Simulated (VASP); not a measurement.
# GaN: single point with r2SCAN

GaN:

```
Ga N
1.0
     0.00000    2.15069    2.06941
     2.15069    0.00000    2.06941
     2.15069    2.15069    0.00000
Ga N
1 1
Direct
  0.00000 0.00000 0.00000
  0.50000 0.50000 0.50000
```

This cell differs from its parent crystal: epitaxial xy strain +2.0%.

* Program: VASP 6.6.1
* Task: single point
* Functional: r2SCAN
* Potentials or basis: VASP PAW PBE potentials, release 64 (Ga_d, N)
* Cutoff: 520 eV
* k mesh: 10 × 10 × 10
* Occupations: fermi-dirac, width 0.02 eV
* Spin: non-collinear spin, zero start, spin-orbit coupling
* Starting moments: [[0.0, 0.0, 0.0], [0.0, 0.0, 0.0]] μB

```
Pressure                                              : -3.1 GPa
Net moment                                            : 0.00 μB per cell
Valence electrons inside the program's atomic spheres : Ga 11.58; N 3.76
```

Stress tensor (GPa, compression positive):
```
-5.46  0.00  0.00
 0.00 -5.46  0.00
 0.00  0.00  1.48
```

Moments on the atoms (μB; x, y, z):
```
Ga  0.00 0.00 0.00
N   0.00 0.00 0.00
```

Wall time 12 min on 1 thread of Intel Xeon 8259CL (shared host), peak memory 0.28 GiB.

Caveat: the cell differs from its parent crystal (epitaxial xy strain +2.0%); the cell stands under tension; the PAW data sets were made with another functional, which shifts forces and pressure a little.
